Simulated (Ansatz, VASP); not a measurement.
**SiC: VASP beside Ansatz**

File INCAR:

```
PREC = Accurate
ENCUT = 520
EDIFF = 1E-7
ISMEAR = 0
SIGMA = 0.05
LREAL = F
LASPH = T
NELM = 80
ALGO = Normal
ISIF = 2
LWAVE = F
LCHARG = T
GGA = PE
LELF = T
LVHAR = T
NBANDS = 16
```

The input KPOINTS:

```
regular mesh
0
Gamma
  12 12 6
```

The input POSCAR:

```
SiC
1.0
    3.0917664073      0.0000000000      0.0000000000
   -1.5458832036      2.6775482513      0.0000000000
    0.0000000000      0.0000000000      5.0740211774
Si C
2 2
Direct
    0.3333333333      0.6666666667      0.0045635313
    0.6666666667      0.3333333333      0.5045635313
    0.3333333333      0.6666666667      0.3410199994
    0.6666666667      0.3333333333      0.8804364687
```

Input for Ansatz:

```yaml
crystal:
  lattice:
    - [3.0917664073, 0.0, 0.0]
    - [-1.5458832036, 2.6775482513, 0.0]
    - [0.0, 0.0, 5.0740211774]
  atoms:
    - { symbol: Si, position: [0.3333333333, 0.6666666667, 0.0045635313] }
    - { symbol: Si, position: [0.6666666667, 0.3333333333, 0.5045635313] }
    - { symbol: C, position: [0.3333333333, 0.6666666667, 0.3410199994] }
    - { symbol: C, position: [0.6666666667, 0.3333333333, 0.8804364687] }
basis:
  ecutwfc: 420
kpoints:
  mp_grid: { grid: [12, 12, 6] }
hamiltonian:
  xc: pbe
scf:
  occupations: { method: gaussian, width: 0.05 }
output:
  forces: true
  stress: true
  eigenvalues: true
```

Alike in both runs: task single point; functional PBE; k mesh 12 × 12 × 6; occupations gaussian, width 0.05 eV; no spin polarisation.

|  | VASP | Ansatz |
| --- | --- | --- |
| version | VASP 6.6.1 | Ansatz 0.2.0 |
| potentials or method | VASP PAW PBE potentials, release 64 (Si, C), cutoff 520 eV | scalar-relativistic, plane waves, PAW |
| valence electrons in the cell | 16 | 16 |

Ansatz gave:

* gap on the k mesh at the Fermi level (eV): 1.48
* least direct gap on the mesh (eV): 3.64
* pressure (GPa): 3.6
* traceless stress, the component that is largest in VASP (GPa): 11.75
* rms of the force components (eV/Å): 2.202

**Question.** Which values does VASP return?

**Answer.** gap on the k mesh at the Fermi level (eV): 1.48; least direct gap on the mesh (eV): 3.63; pressure (GPa): 3.5; traceless stress, the component that is largest in VASP (GPa): 11.76; rms of the force components (eV/Å): 2.200.

Atom by atom the forces differ by 0.004 eV/Å (rms over components).
